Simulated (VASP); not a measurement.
A run of VASP 6.6.1 is set up as follows.

The input POSCAR:

```
BaTiO3
1.0
    3.8925998650      0.0000000000      0.0000000000
    0.0000000000      3.8925998650      0.0000000000
    0.0000000000      0.0000000000      4.0307262038
Ba Ti O
1 1 3
Direct
    0.5000000000      0.5000000000      0.5802032617
    0.0000000000      0.0000000000      0.0957206811
    0.0000000000      0.5000000000      0.0642725252
    0.5000000000      0.0000000000      0.0642725252
    0.0000000000      0.0000000000      0.5555279967
```

INCAR.step1

```
PREC = Accurate
ENCUT = 520
ISMEAR = 0
SIGMA = 0.01
LREAL = F
LASPH = T
NELM = 60
NBANDS = 28
GGA = PE
ALGO = Normal
EDIFF = 1E-4
LWAVE = T
LCHARG = F
```

File INCAR.step2:

```
PREC = Accurate
ENCUT = 520
EDIFF = 1E-7
ISMEAR = 0
SIGMA = 0.01
LREAL = F
LASPH = T
NELM = 60
ALGO = Normal
ISIF = 2
LWAVE = F
LCHARG = F
METAGGA = R2SCAN
LMIXTAU = T
NBANDS = 28
ISTART = 1
```

The input KPOINTS:

```
Automatic mesh
0
Gamma
  6 6 6
```

Potentials or basis: VASP PAW PBE potentials, release 64 (Ba_sv, Ti_sv, O).

Run with:

```console
$ cat potpaw_PBE.64/Ba_sv/POTCAR potpaw_PBE.64/Ti_sv/POTCAR potpaw_PBE.64/O/POTCAR > POTCAR
$ cp INCAR.step1 INCAR
$ mpirun -np 1 vasp_std > vasp.out
$ cp INCAR.step2 INCAR
$ mpirun -np 1 vasp_std > vasp.out
```

Question: What does it give for the band gap on the k mesh?

Answer: 2.30 eV, indirect (least direct gap 2.68 eV).

Question: What does it give for the pressure?

Answer: 12.7 GPa.

Question: Predict the largest force.

Answer: 0.121 eV/Å.

Stress tensor (GPa, compression positive):
```
14.16  0.00  0.00
 0.00 14.16  0.00
 0.00  0.00  9.64
```

Caveat: the cell differs from its parent crystal (strain -2.0%); the PAW data sets were made with another functional, which shifts forces and pressure a little; spin-orbit coupling is left out, which moves the levels of the heavy elements. A k mesh can miss the band edges.
